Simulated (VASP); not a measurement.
# PbI2 (P-3m1) in VASP: a series of runs, part 2 of 2

VASP 6.6.1. Earlier steps stand in the parts before.

## 3. Single point, PBE-based global hybrid with 75 % exact exchange

POSCAR

```
PbI2
1.0
    4.5657260587      0.0000000000      0.0000000000
   -2.2828630293      3.9540347535      0.0000000000
    0.0000000000      0.0000000000      7.0410820790
Pb I
1 2
Direct
    0.0000000000      0.0000000000      0.0000000000
    0.3333333333      0.6666666667      0.2667794131
    0.6666666667      0.3333333333      0.7332205869
```

INCAR.step1

```
PREC = Accurate
ENCUT = 400
EDIFF = 1E-5
ISMEAR = 0
SIGMA = 0.01
LREAL = False
LASPH = True
NELM = 120
ALGO = Normal
ISIF = 2
LWAVE = True
NBANDS = 21
GGA = PE
GGA_COMPAT = False
```

INCAR.step2

```
PREC = Accurate
ENCUT = 400
EDIFF = 1E-6
ISMEAR = 0
SIGMA = 0.01
LREAL = False
LASPH = True
NELM = 120
ALGO = Normal
ISIF = 2
LWAVE = False
LCHARG = True
GGA = PE
LHFCALC = True
AEXX = 0.75
PRECFOCK = Normal
LELF = True
LVHAR = True
NBANDS = 21
ISTART = 1
GGA_COMPAT = False
```

KPOINTS

```
Automatic mesh
0
Gamma
  6 6 2
```

Potentials or basis: VASP PAW PBE potentials, release 64 (Pb_d, I).

Started as:

```bash
> cat potpaw_PBE.64/Pb_d/POTCAR potpaw_PBE.64/I/POTCAR > POTCAR
> cp INCAR.step1 INCAR
> mpirun -np 1 vasp_std > vasp.out
> cp INCAR.step2 INCAR
> mpirun -np 1 vasp_std > vasp.out
```

OUTCAR:

```text
PREC = Accurate
   ENCUT = 400
   EDIFF = 1E-6
   ISMEAR = 0
   LREAL = False
   LASPH = True
   NELM = 120
   ISIF = 2
   GGA = PE
   LHFCALC = True
   AEXX = 0.75
   PRECFOCK = Normal
   ISTART = 1

 ion  position               nearest neighbor table
   1  0.000  0.000  0.000-   2 3.24   3 3.24   2 3.24   3 3.24   3 3.24   2 3.24
   2  0.333  0.667  0.267-   1 3.24   1 3.24   1 3.24
   3  0.667  0.333  0.733-   1 3.24   1 3.24   1 3.24

  LATTYP: Found a hexagonal cell.
 ALAT       =     4.5657260587
 C/A-ratio  =     1.5421604337

  Lattice vectors:

 A1 = (   4.5657260587,   0.0000000000,   0.0000000000)
 A2 = (  -2.2828630293,   3.9540347535,   0.0000000000)
 A3 = (   0.0000000000,   0.0000000000,   7.0410820790)

Analysis of symmetry for initial positions (statically):
=====================================================================
 Subroutine PRICEL returns:
 Original cell was already a primitive cell.

 Routine SETGRP: Setting up the symmetry group for a
 hexagonal supercell.

 Subroutine GETGRP returns: Found 12 space group operations
 (whereof 12 operations were pure point group operations)
 out of a pool of 24 trial point group operations.

The static configuration has the point symmetry D_3d.

Analysis of symmetry for dynamics (positions and initial velocities):
=====================================================================
 Subroutine PRICEL returns:
 Original cell was already a primitive cell.

 Routine SETGRP: Setting up the symmetry group for a
 hexagonal supercell.

 Subroutine GETGRP returns: Found 12 space group operations
 (whereof 12 operations were pure point group operations)
 out of a pool of 24 trial point group operations.

The dynamic configuration has the point symmetry D_3d.

[... 111 lines left out ...]
  Fermi-wavevector in a.u.,A,eV,Ry     =   0.988699  1.868371 13.300055  0.977526
  Thomas-Fermi vector in A             =   2.120245
   LORBIT       =      0    0 simple, 1 ext, 2 COOP (PROOUT), +10 PAW based schemes
   GGA     = PE    functional components
   LHFCALC =     T    Hartree Fock is set to
   PRECFOCK=normal    Normal, Fast or Accurate (Low or Medium for compatibility)
   ENCUT4O =  -1.0   cutoff for four orbital integrals eV
   NKREDX  =     1    reduce k-point grid by
   NKREDY  =     1    reduce k-point grid by
   NKREDZ  =     1    reduce k-point grid by
   AEXX    =    0.7500 exact exchange contribution
   HFSCREEN=    0.0000 screening length (either q_TF or 0.3 A-1)
   HFSCREENC=   0.0000 screening length for correlation (either q_TF or 0.3 A-1)
   ENCUTFOCK=  -1.0 apply spherical cutoff to Coloumb kernel
   IVDW    =     0    specifies the selected vdW correction
   LEPSILON=     F    determine dielectric tensor
   LRPA    =     F    only Hartree local field effects (RPA)
 non-spin polarized calculation
 Gauss-broadening in eV      SIGMA  =   0.01
  energy-cutoff  :      400.00
  volume of cell :      127.11
 maximum number of plane-waves:      2326
 NGX is ok and might be reduce to    30
  NGX = 24; NGY = 24; NGZ = 36

 number of electron      27.9999998 magnetization

 Free energy of the ion-electron system (eV)
  ---------------------------------------------------
  ext. energy  EPLUGINS =         0.00000000
  ---------------------------------------------------
  free energy    TOTEN  =       -17.99231522 eV

  energy without entropy =      -17.99231522  energy(sigma->0) =      -17.99231522

 E-fermi :   0.0305     XC(G=0):  -3.0479

 val. band max:       -0.0827415530   @ k =   0.0000   0.0000   0.5000
 cond. band min:       6.4343548794   @ k =   0.0000   0.0000   0.5000
 fundamental gap:      6.5170964325
 Fermi energy:         0.0304506399

 k-point     1 :       0.0000    0.0000    0.0000
  band No.  band energies     occupation
      1     -21.3411      2.00000
      2     -21.3411      2.00000
      3     -21.2931      2.00000
      4     -21.2855      2.00000
      5     -21.2855      2.00000
      6     -15.8698      2.00000
[... 325 lines left out ...]
     20      12.3438      0.00000
     21      12.9145      0.00000

------------------------ aborting loop because EDIFF is reached ----------------------------------------

  FORCE on cell =-STRESS in cart. coord.  units (eV):
  Direction    XX          YY          ZZ          XY          YZ          ZX
  --------------------------------------------------------------------------------------
  -------------------------------------------------------------------------------------
  Total       -0.2774734     -0.2774734     -0.5205352     -0.0000000      0.0000000     -0.0000000
  in kB       -3.4973750     -3.4973750     -6.5610138     -0.0000000      0.0000000     -0.0000000
  external PRESSURE =      -4.5185879 kB  Pullay stress =       0.0000000 kB

 VOLUME and BASIS-vectors are now :
 -----------------------------------------------------------------------------
  energy-cutoff  :      400.00
  volume of cell :      127.11
      direct lattice vectors                 reciprocal lattice vectors
     4.565726059  0.000000000  0.000000000     0.219023215  0.126453112  0.000000000
    -2.282863029  3.954034754  0.000000000     0.000000000  0.252906224  0.000000000
     0.000000000  0.000000000  7.041082079     0.000000000  0.000000000  0.142023625

 POSITION                                       TOTAL-FORCE (eV/Angst)
 -----------------------------------------------------------------------------------
      0.00000      0.00000      0.00000         0.000000      0.000000     -0.000000
     -0.00000      2.63602      1.87842        -0.000000      0.000000     -0.260434
      2.28286      1.31801      5.16267         0.000000      0.000000      0.260434
 -----------------------------------------------------------------------------------
    total drift:                               -0.000001     -0.000001     -0.000019

  FREE ENERGIE OF THE ION-ELECTRON SYSTEM (eV)
  ---------------------------------------------------
  free  energy   TOTEN  =       -17.9923152226 eV

  energy  without entropy=      -17.9923152226  energy(sigma->0) =      -17.99231522
```

It took 1.8 h on 1 thread of Intel Xeon 8259CL, shared host; peak memory 0.24 GiB.

Results:

* Free energy: -17.9923 eV
* Pressure: -0.5 GPa
* Largest force: 0.260 eV/Å
* Band gap on the k mesh: 6.52 eV

Forces in eV/Å, atoms in the order of the input:
```
Pb   0.000  0.000  0.000
I    0.000  0.000 -0.260
I    0.000  0.000  0.260
```

Stress tensor (GPa, compression positive):
```
-0.35  0.00  0.00
 0.00 -0.35  0.00
 0.00  0.00 -0.66
```

Levels at points of the mesh, in eV from the valence-band top:
```
           k point  band 10  band 11  band 12  band 13  band 14  band 15  band 16  band 17  band 18  band 19
(0.00, 0.00, 0.00)    -1.61    -1.55    -1.55    -1.32    -1.27     6.76     7.77     7.77    10.93    12.15
(0.50, 0.00, 0.00)    -3.38    -2.93    -2.30    -1.38    -0.64     7.19     8.10     9.35     9.35    12.84
(0.00, 0.00, 0.50)    -1.80    -1.80    -1.33    -1.33     0.00     6.52     7.53     7.53    10.95    12.05
(0.50, 0.00, 0.50)    -2.64    -2.47    -1.94    -1.83    -1.08     7.52     8.16     8.68    10.17    12.36
```

Caveat: the k points lie up to 0.45 Å⁻¹ apart; the PAW data sets were made with another functional, which shifts forces and pressure a little; spin-orbit coupling is left out, which moves the levels of the heavy elements.
